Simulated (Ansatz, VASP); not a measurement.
## SiC in VASP and in Ansatz

INCAR

```
PREC = Accurate
ENCUT = 600
EDIFF = 1E-6
ISMEAR = 0
SIGMA = 0.05
LREAL = False
LASPH = True
NELM = 120
ALGO = Normal
ISIF = 2
LWAVE = False
LCHARG = True
GGA = PE
LELF = True
LVHAR = True
NBANDS = 16
GGA_COMPAT = False
```

KPOINTS

```
Automatic mesh
0
Gamma
  10 10 6
```

POSCAR

```
SiC
1.0
    0.0000000000     -2.1898640950     -2.1898640950
    0.0000000000      2.1898640950     -2.1898640950
    4.3797281900      0.0000000000      0.0000000000
Si C
2 2
Direct
    0.5072214554      0.5072214554      0.5000000000
   -0.0072214554     -0.0072214554      0.0000000000
    0.9743134745      0.5256865255      0.2500000000
    0.5256865255     -0.0256865255      0.7500000000
```

Input for Ansatz:

```yaml
crystal:
  lattice:
    - [0.0, -2.189864095, -2.189864095]
    - [0.0, 2.189864095, -2.189864095]
    - [4.37972819, 0.0, 0.0]
  atoms:
    - { symbol: Si, position: [0.5072214554, 0.5072214554, 0.5] }
    - { symbol: Si, position: [-0.0072214554, -0.0072214554, 0.0] }
    - { symbol: C, position: [0.9743134745, 0.5256865255, 0.25] }
    - { symbol: C, position: [0.5256865255, -0.0256865255, 0.75] }
basis:
  ecutwfc: 420
kpoints:
  mp_grid: { grid: [10, 10, 6] }
hamiltonian:
  xc: pbe
scf:
  occupations: { method: gaussian, width: 0.05 }
output:
  forces: true
  stress: true
  eigenvalues: true
```

Change from the starting cell: mode 7 (741.2 1/cm) frozen in, largest displacement +0.113 Å.

Alike in both runs: task single point; functional PBE; k mesh 10 × 10 × 6; occupations gaussian, width 0.05 eV; no spin polarisation.

|  | VASP | Ansatz |
| --- | --- | --- |
| version | VASP 6.6.1 | Ansatz 0.2.0 |
| potentials or method | VASP PAW PBE potentials, release 64 (Si, C), cutoff 600 eV | scalar-relativistic, plane waves, PAW |
| valence electrons in the cell | 16 | 16 |

Ansatz gave:

```
gap on the k mesh at the Fermi level (eV)                     : 1.26
least direct gap on the mesh (eV)                             : 1.47
pressure (GPa)                                                : 3.1
traceless stress, the component that is largest in VASP (GPa) : -2.19
rms of the force components (eV/Å)                            : 1.339
```

**Question.** Estimate VASP's values.

**Answer.** gap on the k mesh at the Fermi level (eV): 1.26; least direct gap on the mesh (eV): 1.46; pressure (GPa): 2.9; traceless stress, the component that is largest in VASP (GPa): -2.20; rms of the force components (eV/Å): 1.340.

Atom by atom the forces differ by 0.001 eV/Å (rms over components).
